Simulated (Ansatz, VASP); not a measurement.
**Be3CdSe in VASP and in Ansatz**

```
CELL_PARAMETERS angstrom
3.91260 0.00000 0.00000
0.00000 3.91260 0.00000
0.00000 0.00000 3.91260
ATOMIC_POSITIONS crystal
Be 0.00000 0.50000 0.50000
Be 0.50000 0.00000 0.50000
Be 0.50000 0.50000 0.00000
Cd 0.00000 0.00000 0.00000
Se 0.50000 0.50000 0.50000
```

Change from the starting cell: species swapped into the RbMgF3 type (Pm-3m, No. 221).

Alike in both runs: task relaxation of cell and atoms; functional PBE; k mesh 4 × 4 × 4; occupations gaussian, width 0.1 eV; no spin polarisation.

```csv
,VASP,Ansatz
version,VASP 6.6.1,Ansatz 0.2.0
potentials or method,"VASP PAW PBE potentials, release 64 (Be, Cd, Se), cutoff 600 eV","scalar-relativistic, plane waves, PAW"
valence electrons in the cell,24,42
```

Ansatz gave:

- gap on the k mesh at the Fermi level, each at its own relaxed structure (eV): none
- relaxed volume (Å³/atom): 17.12
- relaxed cell length with the largest relative difference (Å): 4.407

Problem. Estimate VASP's values.

Solution. gap on the k mesh at the Fermi level, each at its own relaxed structure (eV): none; relaxed volume (Å³/atom): 17.14; relaxed cell length with the largest relative difference (Å): 4.409.

A gap of «none» marks a metal or a gap that the smearing closes. VASP's potentials hold 24 valence electrons a cell and Ansatz's 42, so a difference there can come from the potentials and not from the codes.

The k mesh is coarse, so the values compare programs but aren't converged. Noted on VASP's run: the volume moved by over 15 % at a fixed basis, so the end points are rough.
